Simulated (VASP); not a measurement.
Wanted: the native input for a VASP 6.6.1 run.

```yaml
Task: single point
Functional: PBE
Potentials_or_basis: VASP PAW PBE potentials, release 64 (Sr_sv, O)
Cutoff: 520 eV
k_mesh: 8 × 8 × 8
Occupations: gaussian, width 0.02 eV
Spin: no spin polarisation
Dipole_correction: no
Further_INCAR_settings: ALGO = Normal; EDIFF = 1e-06; NBANDS = 15
```

The structure of SrO lies in POSCAR:

```
SrO
1.0
   -0.0217919040      2.7248103360      2.7029670360
    2.6811751320      0.0000000000      2.6811751320
    2.6001750360      2.6220183360      0.0810000960
Sr O
1 1
Direct
    0.0000000000      0.0412740358      0.0000000000
    0.5000000000      0.4587259642      0.5000000000
```

This cell differs from its parent crystal: strained and its atoms moved.

The input as run:

INCAR

```
SYSTEM = SrO
PREC = Accurate
ENCUT = 520
EDIFF = 1E-6
ISMEAR = 0
SIGMA = 0.02
LREAL = .FALSE.
LASPH = .TRUE.
NELM = 60
ALGO = Normal
ISIF = 2
LWAVE = .FALSE.
LCHARG = .FALSE.
GGA = PE
NBANDS = 15
```

KPOINTS

```
Automatic mesh
0
G
  8 8 8
  0 0 0
```

Potentials or basis: VASP PAW PBE potentials, release 64 (Sr_sv, O).

The run is started by

```sh
$ cat potpaw_PBE.64/Sr_sv/POTCAR potpaw_PBE.64/O/POTCAR > POTCAR
$ mpirun -np 1 vasp_std > vasp.out
```

It gave:

```
Pressure               : -2.6 GPa
Largest force          : 0.530 eV/Å
Band gap on the k mesh : 3.36 eV
```

Caveat: the cell differs from its parent crystal (strained and its atoms moved).

It took 74 s on 1 thread of Intel(R) Xeon(R) Platinum 8488C (Sapphire Rapids) (shared host), peak memory 0.22 GiB.
